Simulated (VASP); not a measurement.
Ca3Y, 4 atoms in the cell. Symmetry: I4mm, No. 107, tetragonal system. Conventional cell: a = 5.914 Å, b = 5.914 Å, c = 8.364 Å, α = 90.00°, β = 90.00°, γ = 90.00°. Within 4.7 Å of Ca (site symmetry 2mm) lie 4 Y at 3.58 to 3.67 Å and 10 Ca at 3.62 to 4.18 Å. Ca (site symmetry 4mm) has 8 Ca at 3.62 Å and 6 Y at 4.11 to 4.26 Å within 4.8 Å. Y (site symmetry 4mm) has 14 Ca at 3.58 to 4.26 Å within 4.7 Å.  This cell differs from its parent crystal: all Ca atoms moved +0.075 Å, as atom 1 along Cartesian [1 0 0].

* Program: VASP 6.6.1
* Task: single point
* Functional: PBEsol
* Potentials or basis: VASP PAW PBE potentials, release 64 (Ca_sv, Y_sv)
* Cutoff: 520 eV
* k mesh: 10 × 10 × 10
* Occupations: gaussian, width 0.15 eV
* Spin: no spin polarisation
* Dipole correction: no
* Further INCAR settings: ALGO = Fast; EDIFF = 1e-06; NBANDS = 28

Potentials or basis: VASP PAW PBE potentials, release 64 (Ca_sv, Y_sv).

The run is started by

```bash
$ cat potpaw_PBE.64/Ca_sv/POTCAR potpaw_PBE.64/Y_sv/POTCAR > POTCAR
$ mpirun -np 1 vasp_std > vasp.out
```

Hardware: 1 thread of Intel(R) Xeon(R) Platinum 8488C (Sapphire Rapids), with other jobs on the host.

How long does it take, and how much memory?

Wall time 20 min on 1 thread of Intel(R) Xeon(R) Platinum 8488C (Sapphire Rapids), with other jobs on the host, peak memory 0.62 GiB. Counts: scf iterations 46, k points 102.
